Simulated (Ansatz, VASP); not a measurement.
KI in VASP and in Ansatz

File INCAR:

```
SYSTEM = KI
PREC     = Accurate       ! precision mode
ENCUT    = 520            ! plane-wave cutoff, eV
EDIFF    = 1E-7           ! SCF threshold, eV
ISMEAR   = 0              ! smearing method
SIGMA    = 0.05           ! smearing width, eV
LREAL    = .False.        ! projectors in reciprocal space
LASPH    = .True.         ! aspherical terms in the spheres
NELM     = 100            ! most SCF steps
ALGO     = Normal         ! electronic algorithm
ISIF     = 2              ! what is computed and relaxed
LWAVE    = .False.        ! write WAVECAR
LCHARG   = .False.        ! write CHGCAR
GGA      = CA             ! functional
NBANDS   = 15             ! bands
```

The input KPOINTS:

```
Automatic mesh
0
Gamma
  6 6 6
  0 0 0
```

Contents of POSCAR:

```
KI
1.0
    0.0000000000      3.4109309835      3.4109309835
    3.4109309835      0.0000000000      3.4109309835
    3.4109309835      3.4109309835      0.0000000000
K I
1 1
Direct
   -0.0289656989     -0.0289656989      0.0289656989
    0.5089241111      0.5089241111      0.4910758889
```

Input for Ansatz:

```yaml
crystal:
  lattice:
    - [0.0, 3.4109309835, 3.4109309835]
    - [3.4109309835, 0.0, 3.4109309835]
    - [3.4109309835, 3.4109309835, 0.0]
  atoms:
    - { symbol: K, position: [-0.0289656989, -0.0289656989, 0.0289656989] }
    - { symbol: I, position: [0.5089241111, 0.5089241111, 0.4910758889] }
basis:
  ecutwfc: 420
kpoints:
  mp_grid: { grid: [6, 6, 6] }
hamiltonian:
  xc: lda
  pseudopotentials: { kind: paw }
scf:
  occupations: { method: gaussian, width: 0.05 }
output:
  forces: true
  stress: true
  eigenvalues: true
```

Change from the starting cell: mode 6 frozen in at -0.198 Å, equal normal strain along x and y +0.0000.

Alike in both runs: task single point; functional LDA; k mesh 6 × 6 × 6; occupations gaussian, width 0.05 eV; no spin polarisation.

|  | VASP | Ansatz |
| --- | --- | --- |
| version | VASP 6.6.1 | Ansatz 0.2.0 |
| potentials or method | VASP PAW LDA potentials, release 64 (K_sv, I), cutoff 520 eV | scalar-relativistic, plane waves, PAW |
| valence electrons in the cell | 16 | 26 |

Ansatz gave:

* gap on the k mesh at the Fermi level (eV): 3.88
* least direct gap on the mesh (eV): 3.88
* pressure (GPa): 0.4
* traceless stress, the component that is largest in VASP (GPa): 1.01
* rms of the force components (eV/Å): 0.256

Which values does VASP return?

gap on the k mesh at the Fermi level (eV): 3.89; least direct gap on the mesh (eV): 3.89; pressure (GPa): 0.4; traceless stress, the component that is largest in VASP (GPa): 1.02; rms of the force components (eV/Å): 0.260.

LDA's correlation is that of Perdew and Zunger in VASP and of Perdew and Wang (1992) in Ansatz. Atom by atom the forces differ by 0.005 eV/Å (rms over components). VASP's potentials hold 16 valence electrons a cell and Ansatz's 26, so a difference there can come from the potentials and not from the codes.

Neither program's run includes spin-orbit coupling.
